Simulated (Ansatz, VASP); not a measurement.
## TiO2: VASP beside Ansatz

POSCAR

```
TiO2
1.0
    0.0000000000      2.4725669993      2.3792659785
    2.4725669993      0.0000000000      2.3792659785
    2.4725669993      2.4725669993      0.0000000000
Ti O
1 2
Direct
    0.0000000000      0.0000000000      0.0000000000
    0.2500000000      0.2500000000      0.2500000000
    0.7500000000      0.7500000000      0.7500000000
```

The input INCAR.step1:

```
PREC = Accurate
ENCUT = 520
ISMEAR = 0
SIGMA = 0.01
LREAL = F
LASPH = T
NELM = 100
NBANDS = 19
GGA = PE
ALGO = Normal
EDIFF = 1E-4
LWAVE = T
LCHARG = F
```

File INCAR.step2:

```
PREC = Accurate
ENCUT = 520
EDIFF = 1E-6
ISMEAR = 0
SIGMA = 0.01
LREAL = F
LASPH = T
NELM = 100
ALGO = Normal
ISIF = 2
LWAVE = F
LCHARG = F
METAGGA = R2SCAN
LMIXTAU = T
NBANDS = 19
ISTART = 1
```

The input KPOINTS:

```
regular mesh
0
Gamma
  10 10 10
```

Input for Ansatz:

```yaml
crystal:
  lattice:
    - [0.0, 2.4725669993, 2.3792659785]
    - [2.4725669993, 0.0, 2.3792659785]
    - [2.4725669993, 2.4725669993, 0.0]
  atoms:
    - { symbol: Ti, position: [0.0, 0.0, 0.0] }
    - { symbol: O, position: [0.25, 0.25, 0.25] }
    - { symbol: O, position: [0.75, 0.75, 0.75] }
kpoints:
  mp_grid: { grid: [10, 10, 10] }
  band_path:
    path:
      - [0.0, 0.0, 0.0]
      - [0.5, 0.0, 0.5]
      - [0.625, 0.25, 0.625]
      - [0.375, 0.375, 0.75]
      - [0.5, 0.5, 0.5]
      - [0.5, 0.25, 0.75]
    npoints: 1
hamiltonian:
  xc: r2scan
scf:
  occupations: { method: fixed }
  n_extra_bands: 4
output:
  forces: true
  stress: true
  eigenvalues: true
```

Change from the starting cell: epitaxial_xy strain +3.2%.

Alike in both runs: task single point; functional r2SCAN; k mesh 10 × 10 × 10; no spin polarisation.

|  | VASP | Ansatz |
| --- | --- | --- |
| version | VASP 6.6.1 | Ansatz 0.2.0 |
| potentials or method | VASP PAW PBE potentials, release 64 (Ti_sv, O) | plane waves, PAW |
| plane-wave cutoff (eV) | 520 | 500 |
| occupations | gaussian, width 0.01 eV | fixed |
| valence electrons in the cell | 24 | 24 |

|  | VASP | Ansatz | Ansatz less VASP |
| --- | --- | --- | --- |
| gap on the k mesh at the Fermi level (eV) | 1.09 | 1.05 | -0.035 |
| pressure (GPa) | -12.1 | -13.3 | -1.22 |
| traceless stress, the component that is largest in VASP (GPa) | 13.53 | 13.57 | +0.038 |

VASP's potentials were made for PBE, not for r2SCAN.
